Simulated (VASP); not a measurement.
A run of VASP 6.6.1 is set up as follows.

INCAR

```
PREC = Accurate
ENCUT = 520
EDIFF = 1E-6
ISMEAR = -1
SIGMA = 0.1
LREAL = False
LASPH = True
NELM = 60
ALGO = Normal
ISIF = 2
LWAVE = False
LCHARG = True
GGA = RE
LELF = True
LVHAR = True
NBANDS = 30
```

The input KPOINTS:

```
Automatic mesh
0
Gamma
  14 14 4
```

File POSCAR:

```
Sc
1.0
    3.3271439969      0.0000000000      0.0000000000
   -1.6635719984      2.8813912234      0.0000000000
    0.0000000000      0.0000000000     10.6289434235
Sc
4
Direct
    0.0000000000      0.0000000000      1.0000000000
    0.0000000000      0.0000000000      0.5000000000
    0.3333333333      0.6666666667      0.2500000000
    0.6666666667      0.3333333333      0.7500000000
```

Potentials or basis: VASP PAW PBE potentials, release 64 (Sc_sv).

Run with:

```bash
$ cat potpaw_PBE.64/Sc_sv/POTCAR > POTCAR
$ mpirun -np 1 vasp_std > vasp.out
```

What does it give for the pressure?

0.0 GPa.

Estimate the band gap on the k mesh.

zero (bands 22 and 23 overlap by 1.10 eV).

Caveat: the PAW data sets were made with another functional, which shifts forces and pressure a little.
